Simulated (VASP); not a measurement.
Wanted: the native input for a VASP 6.6.1 run.

| Item | Value |
| --- | --- |
| Task | single point |
| Functional | PBE |
| Potentials or basis | VASP PAW PBE potentials, release 64 (Zn, S) |
| Cutoff | 520 eV |
| k mesh | 9 × 9 × 9 |
| Occupations | gaussian, width 0.019 eV |
| Spin | no spin polarisation |
| Dipole correction | no |
| Further INCAR settings | ALGO = Normal; EDIFF = 1e-06; NBANDS = 16 |

The structure of ZnS lies in POSCAR:

```
ZnS
1.0
    0.0000000000      2.7020000000      2.7020000000
    2.7020000000      0.0000000000      2.7020000000
    2.7020000000      2.7020000000      0.0000000000
Zn S
1 1
Direct
    0.7500000000      0.7500000000      0.7500000000
    0.0000000000      0.0000000000      0.0000000000
```

One way to write it, as run:

INCAR

```
SYSTEM = ZnS
  ALGO = Normal
  EDIFF = 1E-6
  ENCUT = 520
  GGA = PE
  ISIF = 2
  ISMEAR = 0
  LASPH = .True.
  LCHARG = .False.
  LREAL = .False.
  LWAVE = .False.
  NBANDS = 16
  NELM = 60
  PREC = Accurate
  SIGMA = 0.019000000000000003
```

KPOINTS

```
k-points
0
Gamma
  9 9 9
  0 0 0
```

Potentials or basis: VASP PAW PBE potentials, release 64 (Zn, S).

Launch:

```console
$ cat potpaw_PBE.64/Zn/POTCAR potpaw_PBE.64/S/POTCAR > POTCAR
$ mpirun -np 1 vasp_std > vasp.out
```

It gave:

```yaml
Pressure: 1.8 GPa
Band_gap_on_the_k_mesh: 2.11 eV
```

Wall time 22 s on 1 thread of Intel Xeon 8259CL, with other jobs on the host, peak memory 0.16 GiB.
